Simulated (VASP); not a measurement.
# Cu (P6_3/mmc) in VASP: further runs, part 2 of 2

VASP 6.6.1.

**3. Single point, r2SCAN**

This run uses another cell than the first one, of 12.81 Å³/atom, 1.037 times its volume.

File POSCAR:

```
Cu
1.0
    2.6316567452      0.0000000000      0.0000000000
   -1.3158278534      2.2790812032      0.0000000000
    0.0000000000      0.0000000000      4.2709001322
Cu
2
Direct
    0.3333333333      0.6666666667      0.2500000000
    0.6666666667      0.3333333333      0.7500000000
```

File INCAR.step1:

```
SYSTEM = Cu
PREC = Accurate ; ENCUT = 520
ISMEAR = 1 ; SIGMA = 0.05
LREAL = .FALSE. ; LASPH = .TRUE.
NELM = 80 ; NBANDS = 18
GGA = PE ; ALGO = Normal
EDIFF = 1E-4 ; LWAVE = .TRUE.
LCHARG = .FALSE.
```

File INCAR.step2:

```
SYSTEM = Cu
PREC = Accurate ; ENCUT = 520
EDIFF = 1E-6 ; ISMEAR = 1
SIGMA = 0.05 ; LREAL = .FALSE.
LASPH = .TRUE. ; NELM = 80
ALGO = Normal ; ISIF = 2
LWAVE = .FALSE. ; LCHARG = .FALSE.
METAGGA = R2SCAN ; LMIXTAU = .TRUE.
NBANDS = 18 ; ISTART = 1
```

File KPOINTS:

```
regular mesh
0
G
  13 13 7
  0 0 0
```

Potentials or basis: VASP PAW PBE potentials, release 64 (Cu).

Run with:

```sh
> cat potpaw_PBE.64/Cu/POTCAR > POTCAR
> cp INCAR.step1 INCAR
> mpirun -np 1 vasp_std > vasp.out
> cp INCAR.step2 INCAR
> mpirun -np 1 vasp_std > vasp.out
```

OUTCAR:

```text
SYSTEM = Cu
   PREC = Accurate
   ENCUT = 520
   EDIFF = 1E-6
   ISMEAR = 1
   LREAL = .FALSE.
   LASPH = .TRUE.
   NELM = 80
   ISIF = 2
   METAGGA = R2SCAN
   ISTART = 1

 ion  position               nearest neighbor table
   1  0.333  0.667  0.250-   2 2.62   2 2.62   2 2.62   2 2.62   2 2.62   2 2.62
   2  0.667  0.333  0.750-   1 2.62   1 2.62   1 2.62   1 2.62   1 2.62   1 2.62

  LATTYP: Found a hexagonal cell.
 ALAT       =     2.6316567452
 C/A-ratio  =     1.6228940723

  Lattice vectors:

 A1 = (   2.6316567452,   0.0000000000,   0.0000000000)
 A2 = (  -1.3158278534,   2.2790812032,   0.0000000000)
 A3 = (   0.0000000000,   0.0000000000,   4.2709001322)

Analysis of symmetry for initial positions (statically):
=====================================================================
 Subroutine PRICEL returns:
 Original cell was already a primitive cell.

 Routine SETGRP: Setting up the symmetry group for a
 hexagonal supercell.

 Subroutine GETGRP returns: Found 24 space group operations
 (whereof 12 operations were pure point group operations)
 out of a pool of 24 trial point group operations.

The static configuration has the point symmetry D_3d.
[... 162 lines left out ...]
  energy without entropy =      -21.52359113  energy(sigma->0) =      -21.52357524

 E-fermi :   6.4623     XC(G=0): -13.2074

 val. band max:        6.4197535855   @ k =   0.4615  -0.0000   0.4286
 cond. band min:       6.4680650981   @ k =   0.1538   0.1538   0.2857
 fundamental gap:      0.0483115126
 Fermi energy:         6.4622828007

 k-point     1 :       0.0000    0.0000    0.0000
  band No.  band energies     occupation
      1      -2.5998      2.00000
      2       1.6648      2.00000
      3       3.5617      2.00000
      4       3.5885      2.00000
      5       3.5888      2.00000
      6       3.7768      2.00000
[... 481 lines left out ...]
      5       3.6046      2.00000
      6       3.7407      2.00000
[... 10 lines left out ...]
     17      27.3054      0.00000
     18      28.8301      0.00000

 [... further k-points ...]

------------------------ aborting loop because EDIFF is reached ----------------------------------------

  FORCE on cell =-STRESS in cart. coord.  units (eV):
  Direction    XX          YY          ZZ          XY          YZ          ZX
  --------------------------------------------------------------------------------------
  -------------------------------------------------------------------------------------
  Total       -2.2817099     -2.2817091     -1.8574215     -0.0000005     -0.0000000      0.0000000
  in kB     -142.7126741   -142.7126250   -116.1749762     -0.0000325     -0.0000000      0.0000000
  external PRESSURE =    -133.8667584 kB  Pullay stress =       0.0000000 kB

 VOLUME and BASIS-vectors are now :
 -----------------------------------------------------------------------------
  energy-cutoff  :      520.00
  volume of cell :       25.62
      direct lattice vectors                 reciprocal lattice vectors
     2.631656745  0.000000000  0.000000000     0.379988766  0.219386568  0.000000000
    -1.315827853  2.279081203  0.000000000     0.000000000  0.438773309  0.000000000
     0.000000000  0.000000000  4.270900132     0.000000000  0.000000000  0.234142679

 POSITION                                       TOTAL-FORCE (eV/Angst)
 -----------------------------------------------------------------------------------
      0.00000      1.51939      1.06773        -0.000000     -0.000000     -0.000000
      1.31583      0.75969      3.20318         0.000000      0.000000      0.000000
 -----------------------------------------------------------------------------------
    total drift:                               -0.000000      0.000000     -0.000000

  FREE ENERGIE OF THE ION-ELECTRON SYSTEM (eV)
  ---------------------------------------------------
  free  energy   TOTEN  =       -21.5235672882 eV

  energy  without entropy=      -21.5235911316  energy(sigma->0) =      -21.52357524
```

Run time: 1.8 min. Hardware: 1 thread of AMD EPYC 7R43 (Zen 3), shared host; peak memory 0.12 GiB.

Results:

- Free energy: -21.5236 eV
- Pressure: -13.4 GPa
- Band gap on the k mesh: zero (band 11 reaches 9.41 eV, above the bottom of band 12 at 4.55 eV)

Stress tensor (GPa, compression positive):
```
-14.27   0.00   0.00
  0.00 -14.27   0.00
  0.00   0.00 -11.62
```

Caveat: the PAW data sets were made with another functional, which shifts forces and pressure a little.
